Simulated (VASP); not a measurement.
# ZrSnTe4 (F-43m) in VASP: single point with PBE

Aim: the single point of ZrSnTe4 with PBE.

Program: VASP 6.6.1. These are calculated values, not measurements. Logs are shortened: lines on timing, memory, paths and dates and some standing lists are left out, and cuts for length are marked.

## (1) The cell of the first run

It takes space group F-43m (No. 216, cubic). Conventional cell: a = 9.230 Å, b = 9.230 Å, c = 9.230 Å, α = 90.00°, β = 90.00°, γ = 90.00°. Within 5.0 Å of Zr (site symmetry -43m) lie 12 Te at 3.83 Å and 4 Sn at 4.00 Å. Sn (site symmetry -43m) has 12 Te at 3.83 Å and 4 Zr at 4.00 Å within 5.0 Å. Te (site symmetry 3m) has 6 Te at 3.26 to 3.27 Å and 3 Zr at 3.83 Å and 3 Sn at 3.83 Å within 4.3 Å.

## (2) Single point, PBE

Contents of INCAR:

```
PREC = Accurate ; ENCUT = 520
EDIFF = 1E-7 ; ISMEAR = 0
SIGMA = 0.1 ; LREAL = F
LASPH = T ; NELM = 100
ALGO = Normal ; ISIF = 2
LWAVE = F ; LCHARG = T
GGA = PE ; LELF = T
LVHAR = T ; NBANDS = 34
```

Contents of KPOINTS:

```
regular mesh
0
Gamma
  4 4 4
```

Contents of POSCAR:

```
ZrSnTe4
1.0
    0.0000000000      4.6149928100      4.6149928100
    4.6149928100      0.0000000000      4.6149928100
    4.6149928100      4.6149928100      0.0000000000
Zr Sn Te
1 1 4
Direct
    0.0000000000      0.0000000000      0.0000000000
    0.2500000000      0.2500000000      0.2500000000
    0.6251780600      0.1244658300      0.6251780600
    0.1244658300      0.6251780600      0.6251780600
    0.6251780600      0.6251780600      0.6251780600
    0.6251780600      0.6251780600      0.1244658300
```

Potentials or basis: VASP PAW PBE potentials, release 64 (Zr_sv, Sn_d, Te).

On the command line:

```sh
$ cat potpaw_PBE.64/Zr_sv/POTCAR potpaw_PBE.64/Sn_d/POTCAR potpaw_PBE.64/Te/POTCAR > POTCAR
$ mpirun -np 1 vasp_std > vasp.out
```

OUTCAR:

```text
PREC = Accurate
   ENCUT = 520
   EDIFF = 1E-7
   ISMEAR = 0
   LREAL = F
   LASPH = T
   NELM = 100
   ISIF = 2
   GGA = PE

 ion  position               nearest neighbor table
   1  0.000  0.000  0.000-
   2  0.250  0.250  0.250-
   3  0.625  0.124  0.625-   4 3.26   5 3.26   6 3.26   6 3.27   5 3.27   4 3.27
   4  0.124  0.625  0.625-   3 3.26   5 3.26   6 3.26   5 3.27   6 3.27   3 3.27
   5  0.625  0.625  0.625-   3 3.26   4 3.26   6 3.26   6 3.27   3 3.27   4 3.27
   6  0.625  0.625  0.124-   3 3.26   4 3.26   5 3.26   5 3.27   3 3.27   4 3.27

  LATTYP: Found a face centered cubic cell.
 ALAT       =     9.2299856200

  Lattice vectors:

 A1 = (   0.0000000000,   4.6149928100,   4.6149928100)
 A2 = (   4.6149928100,   0.0000000000,   4.6149928100)
 A3 = (   4.6149928100,   4.6149928100,   0.0000000000)

Analysis of symmetry for initial positions (statically):
=====================================================================
 Subroutine PRICEL returns:
 Original cell was already a primitive cell.

 Routine SETGRP: Setting up the symmetry group for a
 face centered cubic supercell.

 Subroutine GETGRP returns: Found 24 space group operations
 (whereof 24 operations were pure point group operations)
 out of a pool of 48 trial point group operations.

The static configuration has the point symmetry T_d .

Analysis of symmetry for dynamics (positions and initial velocities):
=====================================================================
 Subroutine PRICEL returns:
 Original cell was already a primitive cell.

 Routine SETGRP: Setting up the symmetry group for a
 face centered cubic supercell.

 Subroutine GETGRP returns: Found 24 space group operations
 (whereof 24 operations were pure point group operations)
 out of a pool of 48 trial point group operations.

The dynamic configuration has the point symmetry T_d .

 Subroutine INISYM returns: Found 24 space group operations
 (whereof 24 operations are pure point group operations),
 and found     1 'primitive' translations

----------------------------------------------------------------------------------------

                                     Primitive cell

  volume of cell :     196.5817

  direct lattice vectors                    reciprocal lattice vectors
     0.000000000  4.614992810  4.614992810    -0.108342531  0.108342531  0.108342531
     4.614992810  0.000000000  4.614992810     0.108342531 -0.108342531  0.108342531
     4.614992810  4.614992810  0.000000000     0.108342531  0.108342531 -0.108342531

  length of vectors
     6.526585422  6.526585422  6.526585422     0.187654768  0.187654768  0.187654768

  position of ions in fractional coordinates (direct lattice)
     0.000000000  0.000000000  0.000000000
     0.250000000  0.250000000  0.250000000
     0.625178060  0.124465830  0.625178060
     0.124465830  0.625178060  0.625178060
     0.625178060  0.625178060  0.625178060
     0.625178060  0.625178060  0.124465830

  ion indices of the primitive-cell ions
   primitive index   ion index
                 1           1
                 2           2
                 3           3
                 4           4
                 5           5
                 6           6

----------------------------------------------------------------------------------------

 KPOINTS: regular mesh

Automatic generation of k-mesh.
 Grid dimensions read from file:
 generate k-points for:    4    4    4

 Generating k-lattice:

  Cartesian coordinates                     Fractional coordinates (reciprocal lattice)
    -0.027085633  0.027085633  0.027085633     0.250000000  0.000000000  0.000000000
     0.027085633 -0.027085633  0.027085633     0.000000000  0.250000000  0.000000000
     0.027085633  0.027085633 -0.027085633     0.000000000  0.000000000  0.250000000

  Length of vectors
     0.046913692  0.046913692  0.046913692

  Shift w.r.t. Gamma in fractional coordinates (k-lattice)
     0.000000000  0.000000000  0.000000000

 Subroutine IBZKPT returns following result:
 ===========================================

 Found      8 irreducible k-points:

 Following reciprocal coordinates:
            Coordinates               Weight
  0.000000  0.000000  0.000000      1.000000
  0.250000  0.000000  0.000000      8.000000
  0.500000  0.000000  0.000000      4.000000
  0.250000  0.250000  0.000000      6.000000
  0.500000  0.250000  0.000000     24.000000
 -0.250000  0.250000  0.000000     12.000000
  0.500000  0.500000  0.000000      3.000000
 -0.250000  0.500000  0.250000      6.000000
   k-points           NKPTS =      8   k-points in BZ     NKDIM =      8   number of bands    NBANDS=     34
   number of dos      NEDOS =    301   number of ions     NIONS =      6
   total plane-waves  NPLWV = 125000
   dimension x,y,z NGX =    50 NGY =   50 NGZ =   50
   dimension x,y,z NGXF=   100 NGYF=  100 NGZF=  100
   ions per type =               1   1   4
   NGX,Y,Z   is equivalent  to a cutoff of  12.74, 12.74, 12.74 a.u.
   NGXF,Y,Z  is equivalent  to a cutoff of  25.47, 25.47, 25.47 a.u.
 SYSTEM =  unknown system
   PREC   = accura    normal or accurate (medium, high low for compatibility)
   ISTART =      0    job   : 0-new  1-cont  2-samecut
   ICHARG =      2    charge: 1-file 2-atom 10-const
   ISPIN  =      1    spin polarized calculation?
   LNONCOLLINEAR =      F non collinear calculations
   LSORBIT =      F    spin-orbit coupling
   LASPH  =      T    aspherical Exc in radial PAW
   ENCUT  =  520.0 eV  38.22 Ry    6.18 a.u.  12.14 12.14 12.14*2*pi/ulx,y,z
   NELM   =    100;   NELMIN=  2; NELMDL= -5     # of ELM steps
   EDIFF  = 0.1E-06   stopping-criterion for ELM
   LREAL  =      F    real-space projection
   EDIFFG = 0.1E-05   stopping-criterion for IOM
   NSW    =      0    number of steps for IOM
   IBRION =     -1    ionic relax: 0-MD 1-quasi-New 2-CG
   NFREE  =      0    steps in history (QN), initial steepest desc. (CG)
   ISIF   =      2    stress and relaxation
   ISYM   =      2    0-nonsym 1-usesym 2-fastsym
   POTIM  = 0.5000    time-step for ionic-motion
   TEBEG  =    0.0;   TEEND  =   0.0 temperature during run
   PSTRESS=    0.0 pullay stress
   NELECT =      50.0000    total number of electrons
   NUPDOWN=      -1.0000    fix difference up-down
   EMIN   =  10.00;   EMAX   =-10.00  energy-range for DOS
   EFERMI =   0.00;   METHOD = LEGACY
   ISMEAR =     0;   SIGMA  =   0.10  broadening in eV -4-tet -1-fermi 0-gaus
   EFERMI_NEDOS =   21; number of points for ismear=-14 and -15
   IALGO  =     38    algorithm
   IMIX   =      4    mixing-type and parameters
     AMIX     =   0.40;   BMIX     =  1.00
     AMIX_MAG =   1.60;   BMIX_MAG =  1.00
  volume/ion in A,a.u.               =      32.76       221.10
  Fermi-wavevector in a.u.,A,eV,Ry     =   1.037251  1.960120 14.638363  1.075889
  Thomas-Fermi vector in A             =   2.171680
   LORBIT       =      0    0 simple, 1 ext, 2 COOP (PROOUT), +10 PAW based schemes
   GGA     = PE    functional components
   LHFCALC =     F    Hartree Fock is set to
   AEXX    =    0.0000 exact exchange contribution
   IVDW    =     0    specifies the selected vdW correction
   LEPSILON=     F    determine dielectric tensor
   LRPA    =     F    only Hartree local field effects (RPA)
 non-spin polarized calculation
 Gauss-broadening in eV      SIGMA  =   0.10
  energy-cutoff  :      520.00
  volume of cell :      196.58
 maximum number of plane-waves:      5346
 NGX is ok and might be reduce to    50
   NGX = 25   NGY = 25   NGZ = 25

 number of electron      50.0000005 magnetization

 Free energy of the ion-electron system (eV)
  ---------------------------------------------------
  ext. energy  EPLUGINS =         0.00000000
  ---------------------------------------------------
  free energy    TOTEN  =       -21.12837066 eV

  energy without entropy =      -21.07716545  energy(sigma->0) =      -21.10276806

 E-fermi :   6.5562     XC(G=0):  -9.4548

 val. band max:        6.4519747328   @ k =   0.5000   0.5000   0.0000
 cond. band min:       6.5733447444   @ k =   0.2500   0.0000   0.0000
 fundamental gap:      0.1213700116
 Fermi energy:         6.5562074454

 k-point     1 :       0.0000    0.0000    0.0000
  band No.  band energies     occupation
      1     -44.1455      2.00000
      2     -22.0772      2.00000
      3     -22.0772      2.00000
      4     -22.0772      2.00000
      5     -15.1641      2.00000
      6     -15.1641      2.00000
[... 26 lines left out ...]
     33       8.4196      0.00000
     34       8.4196      0.00000

 k-point     2 :       0.2500    0.0000    0.0000
  band No.  band energies     occupation
      1     -44.1455      2.00000
      2     -22.0773      2.00000
      3     -22.0773      2.00000
      4     -22.0773      2.00000
      5     -15.1641      2.00000
      6     -15.1641      2.00000
[... 26 lines left out ...]
     33       8.6713      0.00000
     34       8.6943      0.00000

 k-point     3 :       0.5000    0.0000    0.0000
  band No.  band energies     occupation
      1     -44.1455      2.00000
      2     -22.0774      2.00000
      3     -22.0773      2.00000
      4     -22.0773      2.00000
      5     -15.1641      2.00000
      6     -15.1640      2.00000
[... 26 lines left out ...]
     33       8.2113      0.00000
     34       9.0453      0.00000

 k-point     4 :       0.2500    0.2500    0.0000
  band No.  band energies     occupation
      1     -44.1455      2.00000
      2     -22.0773      2.00000
      3     -22.0773      2.00000
      4     -22.0773      2.00000
      5     -15.1642      2.00000
      6     -15.1641      2.00000
[... 26 lines left out ...]
     33       8.5068      0.00000
     34       8.5068      0.00000

 k-point     5 :       0.5000    0.2500    0.0000
  band No.  band energies     occupation
      1     -44.1455      2.00000
      2     -22.0774      2.00000
      3     -22.0773      2.00000
      4     -22.0773      2.00000
      5     -15.1642      2.00000
      6     -15.1640      2.00000
[... 26 lines left out ...]
     33       8.1689      0.00000
     34       8.6096      0.00000

 k-point     6 :      -0.2500    0.2500    0.0000
  band No.  band energies     occupation
      1     -44.1455      2.00000
      2     -22.0774      2.00000
      3     -22.0773      2.00000
      4     -22.0773      2.00000
      5     -15.1641      2.00000
      6     -15.1641      2.00000
[... 26 lines left out ...]
     33       8.2957      0.00000
     34       8.6841      0.00000

 k-point     7 :       0.5000    0.5000    0.0000
  band No.  band energies     occupation
      1     -44.1455      2.00000
      2     -22.0774      2.00000
      3     -22.0773      2.00000
      4     -22.0773      2.00000
      5     -15.1642      2.00000
      6     -15.1640      2.00000
[... 26 lines left out ...]
     33       8.7113      0.00000
     34       8.7639      0.00000

 k-point     8 :      -0.2500    0.5000    0.2500
  band No.  band energies     occupation
      1     -44.1455      2.00000
      2     -22.0774      2.00000
      3     -22.0773      2.00000
      4     -22.0773      2.00000
      5     -15.1641      2.00000
      6     -15.1641      2.00000
[... 26 lines left out ...]
     33       8.0499      0.00000
     34       8.4131      0.00000

------------------------ aborting loop because EDIFF is reached ----------------------------------------

  FORCE on cell =-STRESS in cart. coord.  units (eV):
  Direction    XX          YY          ZZ          XY          YZ          ZX
  --------------------------------------------------------------------------------------
  -------------------------------------------------------------------------------------
  Total       -5.4421634     -5.4421634     -5.4421634     -0.0000000     -0.0000000      0.0000000
  in kB      -44.3546416    -44.3546416    -44.3546416     -0.0000000     -0.0000000      0.0000000
  external PRESSURE =     -44.3546416 kB  Pullay stress =       0.0000000 kB

 VOLUME and BASIS-vectors are now :
 -----------------------------------------------------------------------------
  energy-cutoff  :      520.00
  volume of cell :      196.58
      direct lattice vectors                 reciprocal lattice vectors
     0.000000000  4.614992810  4.614992810    -0.108342531  0.108342531  0.108342531
     4.614992810  0.000000000  4.614992810     0.108342531 -0.108342531  0.108342531
     4.614992810  4.614992810  0.000000000     0.108342531  0.108342531 -0.108342531

 POSITION                                       TOTAL-FORCE (eV/Angst)
 -----------------------------------------------------------------------------------
      0.00000      0.00000      0.00000        -0.000000     -0.000000     -0.000000
      2.30750      2.30750      2.30750        -0.000000     -0.000000     -0.000000
      3.45960      5.77038      3.45960        -0.067840      0.067840     -0.067840
      5.77038      3.45960      3.45960         0.067840     -0.067840     -0.067840
      5.77038      5.77038      5.77038         0.067840      0.067840      0.067840
      3.45960      3.45960      5.77038        -0.067840     -0.067840      0.067840
 -----------------------------------------------------------------------------------
    total drift:                               -0.000026     -0.000026     -0.000026

  FREE ENERGIE OF THE ION-ELECTRON SYSTEM (eV)
  ---------------------------------------------------
  free  energy   TOTEN  =       -21.1283706631 eV

  energy  without entropy=      -21.0771654518  energy(sigma->0) =      -21.10276806
```

Wall time 2 min (1 thread of Intel Xeon Platinum 8375C at 2.90GHz (Ice Lake), shared host); peak memory 0.36 GiB.

What came out:

```yaml
Free_energy: -21.1284 eV
Pressure: -4.4 GPa
Largest_force: 0.118 eV/Å
Band_gap_on_the_k_mesh: zero (band 25 reaches 7.46 eV, above the bottom of band 26 at 6.33 eV)
```

Forces in eV/Å, atoms in the order of the input:
```
Zr   0.000  0.000  0.000
Sn   0.000  0.000  0.000
Te  -0.068  0.068 -0.068
Te   0.068 -0.068 -0.068
Te   0.068  0.068  0.068
Te  -0.068 -0.068  0.068
```

Levels at points of the mesh, in eV from the Fermi level:
```tsv
k point	band 23	band 24	band 25	band 26	band 27	band 28
(0.00, 0.00, 0.00)	-0.59	0.21	0.90	0.90	0.90	0.95
(0.50, 0.00, 0.00)	-2.16	-0.12	0.20	0.20	0.34	0.77
(0.50, 0.50, 0.00)	-1.85	-1.82	-0.22	-0.22	-0.10	0.53
```

Caveat: spin-orbit coupling is left out, which moves the levels of the heavy elements.
